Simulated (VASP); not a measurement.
# SiC: single point with PBE

The system is SiC.

```
CELL_PARAMETERS angstrom
0.00000 2.13449 2.13449
2.13449 0.00000 2.13449
2.13449 2.13449 0.00000
ATOMIC_POSITIONS crystal
Si 0.00000 0.00000 0.00000
C 0.25000 0.25000 0.25000
```

This cell differs from its parent crystal: strain -2.0%.

```yaml
Program: VASP 6.6.1
Task: single point
Functional: PBE
Potentials_or_basis: VASP PAW PBE potentials, release 64 (Si, C)
Cutoff: 520 eV
k_mesh: 6 × 6 × 6
Occupations: gaussian, width 0.01 eV
Spin: no spin polarisation
```

- Pressure: 18.9 GPa
- Band gap on the k mesh: 1.29 eV (least direct gap 4.60 eV)

Levels at points of the mesh, in eV from the valence-band top:
```tsv
k point	band 1	band 2	band 3	band 4	band 5	band 6	band 7	band 8
(0.00, 0.00, 0.00)	-15.90	0.00	0.00	0.00	6.96	7.75	7.75	7.75
(0.50, 0.00, 0.00)	-12.10	-8.89	-1.06	-1.06	6.00	7.48	7.48	10.40
(0.50, 0.50, 0.00)	-10.58	-8.00	-3.31	-3.31	1.29	4.54	14.77	14.77
```

It took 5.3 s on 1 thread of AMD EPYC 7R43 64-Core Processor (Zen 3) (shared host), peak memory 0.09 GiB.

Caveat: the k points lie up to 0.42 Å⁻¹ apart; the cell differs from its parent crystal (strain -2.0%). A k mesh can miss the band edges.
